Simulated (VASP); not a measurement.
Wanted: the native input for a VASP 6.6.1 run.

```yaml
Task: relaxation of the atoms
Functional: LDA
Potentials_or_basis: VASP PAW LDA potentials, release 64 (Ta_pv, F)
Cutoff: 520 eV
k_mesh: 8 × 8 × 1
Occupations: gaussian, width 0.1 eV
Spin: no spin polarisation
Dipole_correction: yes
Atoms_held_fixed_from_0: "[0, 1, 2, 3]"
Further_INCAR_settings: ALGO = Fast; EDIFF = 1e-07; IBRION = 2; EDIFFG = -0.025; NSW = 36
Atoms_held_along_some_axes_from_0: atom 4 along a and b
```

The structure of Ta4F lies in POSCAR:

```
Ta4F
1.0
    3.2528679937      0.0000000000      0.0000000000
    0.0000000000      3.2528679937      0.0000000000
    0.0000000000      0.0000000000     20.2137485622
Ta F
4 1
Selective dynamics
Direct
    0.5000000000      0.5000000000      0.1978851170  F F F
    0.0000000000      0.0000000000      0.2783468875  F F F
    0.5000000000      0.5000000000      0.3580282239  F F F
    0.0000000000      0.0000000000      0.4310802885  F F F
    0.0000000000      0.1250000000      0.5204055265  F F T
```

One way to write it, as run:

INCAR

```
SYSTEM = Ta4F
ALGO = Fast
DIPOL = 0.5 0.5 0.357
EDIFF = 1E-7
EDIFFG = -0.025
ENCUT = 520
GGA = CA
IBRION = 2
IDIPOL = 3
ISIF = 2
ISMEAR = 0
LASPH = .True.
LCHARG = .False.
LDIPOL = .True.
LREAL = .False.
LWAVE = .False.
NELM = 80
NSW = 36
PREC = Accurate
SIGMA = 0.1
```

KPOINTS

```
k-points
0
Gamma
  8 8 1
  0 0 0
```

Potentials or basis: VASP PAW LDA potentials, release 64 (Ta_pv, F).

Launch:

```sh
$ cat potpaw_LDA.64/Ta_pv/POTCAR potpaw_LDA.64/F/POTCAR > POTCAR
$ mpirun -np 1 vasp_std > vasp.out
```

It gave:

The energy gained by relaxing is 0.5 meV/atom. The ionic steps are 3 and the band gap on the k mesh is zero (an odd number of electrons rules out a gap without spin polarisation).

Caveat: spin-orbit coupling is left out, which moves the levels of the heavy elements.

Wall time 13 min on 1 thread of Oxide Virtual Turin-like Processor, on a shared host, peak memory 0.28 GiB.
